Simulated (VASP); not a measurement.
Ho: single point with PBE

Ho:

```
Ho
1.0
     0.00000    2.47750    2.47750
     2.47750    0.00000    2.47750
     2.47750    2.47750    0.00000
Ho
1
Direct
  0.00000 0.00000 0.00000
```

This isn't the form of Ho at room conditions, which is hcp.

```yaml
Program: VASP 6.6.1
Task: single point
Functional: PBE
Potentials_or_basis: VASP PAW PBE potentials, release 64 (Ho)
Cutoff: 520 eV
k_mesh: 9 × 9 × 9
Occupations: fermi-dirac, width 0.05 eV
Spin: collinear spin, ferromagnetic start
Starting_moments: "[4.0] μB"
Dipole_correction: no
Further_INCAR_settings: ALGO = Normal; EDIFF = 1e-06; NBANDS = 20
```

| Quantity | Value |
| --- | --- |
| Pressure | 3.3 GPa |
| Net moment | 3.64 μB per cell |
| Site moments | Ho +3.49 μB |
| Valence electrons inside the program's atomic spheres | Ho 18.59 |

Levels at points of the mesh, in eV from the Fermi level:
Spin up:
| k point | band 8 | band 9 | band 10 | band 11 | band 12 | band 13 | band 14 | band 15 | band 16 | band 17 |
| --- | --- | --- | --- | --- | --- | --- | --- | --- | --- | --- |
| (0.00, 0.00, 0.00) | -2.90 | -2.30 | -2.20 | -2.20 | -2.20 | 2.30 | 2.30 | 2.30 | 4.86 | 4.86 |
Spin down:
| k point | band 5 | band 6 | band 7 | band 8 | band 9 | band 10 | band 11 | band 12 | band 13 | band 14 |
| --- | --- | --- | --- | --- | --- | --- | --- | --- | --- | --- |
| (0.00, 0.00, 0.00) | -4.99 | -0.79 | -0.21 | -0.20 | -0.20 | 1.02 | 1.02 | 1.02 | 2.80 | 2.80 |

Run time: 110 s on 1 thread of AMD EPYC 7R13 Processor (Zen 3), on a shared host, peak memory 0.17 GiB.

Caveat: the magnetic or orbital state may not be the lowest; the cell stands under pressure; spin-orbit coupling is left out, which moves the levels of the heavy elements; semilocal functionals describe open f shells poorly, which spoils levels, moments and volumes. The state reached can hang on the start; a lower one may exist.
